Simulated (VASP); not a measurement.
# Pd (Fm-3m) in VASP: further runs, part 2 of 2

VASP 6.6.1. Earlier steps stand in the parts before.

## (3) Relaxation of cell and atoms, r2SCAN

This run uses another cell than the first one, of 15.06 Å³/atom, 1.010 times its volume.

POSCAR

```
Pd
1.0
    0.0000000000      1.9600000000      1.9600000000
    1.9600000000      0.0000000000      1.9600000000
    1.9600000000      1.9600000000      0.0000000000
Pd
1
Direct
    0.0000000000      0.0000000000      0.0000000000
```

INCAR.step1

```
SYSTEM = Pd
  PREC = Accurate
  ENCUT = 600
  ISMEAR = 1
  SIGMA = 0.1
  LREAL = .False.
  LASPH = .True.
  NELM = 100
  GGA = PE
  ALGO = Normal
  EDIFF = 1E-4
  LWAVE = .True.
  LCHARG = .False.
```

INCAR.step2

```
SYSTEM = Pd
  PREC = Accurate
  ENCUT = 600
  EDIFF = 1E-6
  ISMEAR = 1
  SIGMA = 0.1
  LREAL = .False.
  LASPH = .True.
  NELM = 100
  ALGO = Normal
  ISIF = 3
  LWAVE = .False.
  LCHARG = .False.
  METAGGA = R2SCAN
  LMIXTAU = .True.
  IBRION = 2
  NSW = 80
  EDIFFG = -0.005
  ISTART = 1
```

KPOINTS

```
Automatic mesh
0
Gamma
  20 20 20
  0 0 0
```

Potentials or basis: VASP PAW PBE potentials, release 64 (Pd).

On the command line:

```
cat potpaw_PBE.64/Pd/POTCAR > POTCAR
cp INCAR.step1 INCAR
mpirun -np 1 vasp_std > vasp.out
cp INCAR.step2 INCAR
mpirun -np 1 vasp_std > vasp.out
```

OUTCAR:

```text
SYSTEM = Pd
   PREC = Accurate
   ENCUT = 600
   EDIFF = 1E-6
   ISMEAR = 1
   LREAL = .False.
   LASPH = .True.
   NELM = 100
   ISIF = 3
   METAGGA = R2SCAN
   IBRION = 2
   NSW = 80
   EDIFFG = -0.005
   ISTART = 1

 ion  position               nearest neighbor table
   1  0.000  0.000  0.000-

  LATTYP: Found a face centered cubic cell.
 ALAT       =     3.9200000000

  Lattice vectors:

 A1 = (   0.0000000000,   1.9600000000,   1.9600000000)
 A2 = (   1.9600000000,   0.0000000000,   1.9600000000)
 A3 = (   1.9600000000,   1.9600000000,   0.0000000000)

Analysis of symmetry for initial positions (statically):
=====================================================================
 Subroutine PRICEL returns:
 Original cell was already a primitive cell.

 Routine SETGRP: Setting up the symmetry group for a
 face centered cubic supercell.

 Subroutine GETGRP returns: Found 48 space group operations
 (whereof 48 operations were pure point group operations)
 out of a pool of 48 trial point group operations.

The static configuration has the point symmetry O_h .

Analysis of symmetry for dynamics (positions and initial velocities):
=====================================================================
 Subroutine PRICEL returns:
 Original cell was already a primitive cell.

 Routine SETGRP: Setting up the symmetry group for a
 face centered cubic supercell.

 Subroutine GETGRP returns: Found 48 space group operations
 (whereof 48 operations were pure point group operations)
 out of a pool of 48 trial point group operations.

The dynamic configuration has the point symmetry O_h .

 Subroutine INISYM returns: Found 48 space group operations
 (whereof 48 operations are pure point group operations),
 and found     1 'primitive' translations

----------------------------------------------------------------------------------------

                                     Primitive cell

  volume of cell :      15.0591

  direct lattice vectors                    reciprocal lattice vectors
     0.000000000  1.960000000  1.960000000    -0.255102041  0.255102041  0.255102041
     1.960000000  0.000000000  1.960000000     0.255102041 -0.255102041  0.255102041
     1.960000000  1.960000000  0.000000000     0.255102041  0.255102041 -0.255102041

  length of vectors
     2.771858582  2.771858582  2.771858582     0.441849696  0.441849696  0.441849696

  position of ions in fractional coordinates (direct lattice)
     0.000000000  0.000000000  0.000000000

  ion indices of the primitive-cell ions
   primitive index   ion index
                 1           1

----------------------------------------------------------------------------------------

 KPOINTS: Automatic mesh

Automatic generation of k-mesh.
 Grid dimensions read from file:
[... 25 lines left out ...]
  0.150000  0.000000  0.000000      8.000000
  0.200000  0.000000  0.000000      8.000000
  0.250000  0.000000  0.000000      8.000000
[... 16 lines left out ...]
 -0.400000  0.050000  0.000000     24.000000
 -0.350000  0.050000  0.000000     24.000000
 [... further k-points ...]
   k-points           NKPTS =    256   k-points in BZ     NKDIM =    256   number of bands    NBANDS=      9
   number of dos      NEDOS =    301   number of ions     NIONS =      1
   total plane-waves  NPLWV =  13824
   dimension x,y,z NGX =    24 NGY =   24 NGZ =   24
   dimension x,y,z NGXF=    48 NGYF=   48 NGZF=   48
   ions per type =               1
   NGX,Y,Z   is equivalent  to a cutoff of  14.39, 14.39, 14.39 a.u.
   NGXF,Y,Z  is equivalent  to a cutoff of  28.79, 28.79, 28.79 a.u.
 SYSTEM =  Pd
   PREC   = accura    normal or accurate (medium, high low for compatibility)
   ISTART =      1    job   : 0-new  1-cont  2-samecut
   ICHARG =      0    charge: 1-file 2-atom 10-const
   ISPIN  =      1    spin polarized calculation?
   LNONCOLLINEAR =      F non collinear calculations
   LSORBIT =      F    spin-orbit coupling
   LASPH  =      T    aspherical Exc in radial PAW
   ENCUT  =  600.0 eV  44.10 Ry    6.64 a.u.   5.54  5.54  5.54*2*pi/ulx,y,z
   NELM   =    100;   NELMIN=  2; NELMDL=  0     # of ELM steps
   EDIFF  = 0.1E-05   stopping-criterion for ELM
   LREAL  =      F    real-space projection
   EDIFFG = -.5E-02   stopping-criterion for IOM
   NSW    =     80    number of steps for IOM
   IBRION =      2    ionic relax: 0-MD 1-quasi-New 2-CG
   NFREE  =      1    steps in history (QN), initial steepest desc. (CG)
   ISIF   =      3    stress and relaxation
   ISYM   =      2    0-nonsym 1-usesym 2-fastsym
   POTIM  = 0.5000    time-step for ionic-motion
   TEBEG  =    0.0;   TEEND  =   0.0 temperature during run
   PSTRESS=    0.0 pullay stress
   NELECT =      10.0000    total number of electrons
   NUPDOWN=      -1.0000    fix difference up-down
   EMIN   =  10.00;   EMAX   =-10.00  energy-range for DOS
   EFERMI =   0.00;   METHOD = LEGACY
   ISMEAR =     1;   SIGMA  =   0.10  broadening in eV -4-tet -1-fermi 0-gaus
   EFERMI_NEDOS =   21; number of points for ismear=-14 and -15
   IALGO  =     38    algorithm
   IMIX   =      4    mixing-type and parameters
     AMIX     =   0.40;   BMIX     =  1.00
     AMIX_MAG =   1.60;   BMIX_MAG =  1.00
  volume/ion in A,a.u.               =      15.06       101.62
  Fermi-wavevector in a.u.,A,eV,Ry     =   1.428265  2.699029 27.755077  2.039941
  Thomas-Fermi vector in A             =   2.548345
   LORBIT       =      0    0 simple, 1 ext, 2 COOP (PROOUT), +10 PAW based schemes
   METAGGA = R2SCAN    functional components
   LHFCALC =     F    Hartree Fock is set to
   AEXX    =    0.0000 exact exchange contribution
   IVDW    =     0    specifies the selected vdW correction
   LEPSILON=     F    determine dielectric tensor
   LRPA    =     F    only Hartree local field effects (RPA)
 conjugate gradient relaxation of ions
 non-spin polarized calculation
 Methfessel and Paxton  Order N= 1 SIGMA  =   0.10
  energy-cutoff  :      600.00
  volume of cell :       15.06
 maximum number of plane-waves:       531
 NGX is ok and might be reduce to    24
   NGX = 11   NGY = 11   NGZ = 11

--------------------------------------- Ionic step        1  -------------------------------------------

 number of electron       9.9999999 magnetization

 Free energy of the ion-electron system (eV)
  ---------------------------------------------------
  ext. energy  EPLUGINS =         0.00000000
  ---------------------------------------------------
  free energy    TOTEN  =       -22.94216710 eV

  energy without entropy =      -22.94188594  energy(sigma->0) =      -22.94207338

------------------------ aborting loop because EDIFF is reached ----------------------------------------

  FORCE on cell =-STRESS in cart. coord.  units (eV):
  Direction    XX          YY          ZZ          XY          YZ          ZX
  --------------------------------------------------------------------------------------
  -------------------------------------------------------------------------------------
  Total       -0.1095327     -0.1095327     -0.1095327      0.0000000      0.0000000      0.0000000
  in kB      -11.6534890    -11.6534890    -11.6534890      0.0000000      0.0000000      0.0000000
  external PRESSURE =     -11.6534890 kB  Pullay stress =       0.0000000 kB
[... 57 lines left out ...]
--------------------------------------- Ionic step        3  -------------------------------------------

 number of electron       9.9999999 magnetization

 Free energy of the ion-electron system (eV)
  ---------------------------------------------------
  ext. energy  EPLUGINS =         0.00000000
  ---------------------------------------------------
  free energy    TOTEN  =       -22.94252884 eV

  energy without entropy =      -22.94228582  energy(sigma->0) =      -22.94244784

 E-fermi :   9.3536     XC(G=0): -14.0292

 val. band max:        9.3518255043   @ k =  -0.4000   0.3500   0.1000
 cond. band min:       9.3536910024   @ k =  -0.4500   0.3000   0.0000
 fundamental gap:      0.0018654980
 Fermi energy:         9.3535517219

 k-point     1 :       0.0000    0.0000    0.0000
  band No.  band energies     occupation
      1       2.2946      2.00000
      2       6.5173      2.00000
      3       6.5173      2.00000
      4       6.5173      2.00000
      5       8.0893      2.00000
      6       8.0893      2.00000
      7      27.3876      0.00000
      8      32.2937      0.00000
      9      32.2937      0.00000
[... 265 lines left out ...]
 k-point    24 :      -0.3500    0.0500    0.0000
  band No.  band energies     occupation
      1       4.2345      2.00000
      2       6.5608      2.00000
      3       6.6242      2.00000
      4       8.0702      2.00000
      5       8.7640      2.00000
      6       9.5307     -0.03109
      7      20.1032      0.00000
      8      27.4202      0.00000
      9      31.2962      0.00000

 [... further k-points ...]
[... 5 lines left out ...]
  --------------------------------------------------------------------------------------
  -------------------------------------------------------------------------------------
  Total        0.0007456      0.0007456      0.0007456     -0.0000000      0.0000000      0.0000000
  in kB        0.0798577      0.0798577      0.0798577     -0.0000000      0.0000000      0.0000000
  external PRESSURE =       0.0798577 kB  Pullay stress =       0.0000000 kB
[... 16 lines left out ...]
  FREE ENERGIE OF THE ION-ELECTRON SYSTEM (eV)
  ---------------------------------------------------
  free  energy   TOTEN  =       -22.9425288424 eV

  energy  without entropy=      -22.9422858232  energy(sigma->0) =      -22.94244784

 reached required accuracy - stopping structural energy minimisation
```

Run time: 3.6 min. Hardware: 1 thread of Intel Xeon 6975P-C, shared host; peak memory 0.19 GiB.

Results:

- Free energy: -22.9425 eV
- Relaxed volume: 14.96 Å³/atom
- Relaxed cell: a = 2.766 Å, b = 2.766 Å, c = 2.766 Å, α = 60.00°, β = 60.00°, γ = 60.00°
- Space group after relaxing (to 0.05 Å): Fm-3m (No. 225)
- Energy gained by relaxing: 0.4 meV/atom
- Ionic steps: 3
- Pressure after relaxing: 0.0 GPa
- Band gap on the k mesh: zero (band 5 reaches 9.67 eV, above the bottom of band 6 at 8.02 eV)

Step by step:
| step | energy change (eV) | largest force (eV/Å) | pressure (GPa) | volume (Å³) |
| --- | --- | --- | --- | --- |
| 1 | 0.0000 | 0.0000 | -1.17 | 15.06 |
| 2 | 0.0004 | 0.0000 | 1.88 | 14.82 |
| 3 | -0.0004 | 0.0000 | 0.01 | 14.96 |

Final structure:
```
Pd
1.0
     0.00000    1.95569    1.95569
     1.95569    0.00000    1.95569
     1.95569    1.95569    0.00000
Pd
1
Cartesian
  0.0000 0.0000 0.0000
```

Levels at points of the mesh, in eV from the Fermi level:
| k point | band 2 | band 3 | band 4 | band 5 | band 6 | band 7 | band 8 | band 9 |
| --- | --- | --- | --- | --- | --- | --- | --- | --- |
| (0.00, 0.00, 0.00) | -2.84 | -2.84 | -2.84 | -1.26 | -1.26 | 18.03 | 22.94 | 22.94 |
| (0.50, 0.00, 0.00) | -2.91 | -2.91 | -0.02 | -0.02 | 1.34 | 7.61 | 17.43 | 22.00 |
| (0.50, 0.50, 0.00) | -5.13 | -0.08 | 0.32 | 0.32 | 3.68 | 11.18 | 13.87 | 13.87 |

Caveat: the PAW data sets were made with another functional, which shifts forces and pressure a little.
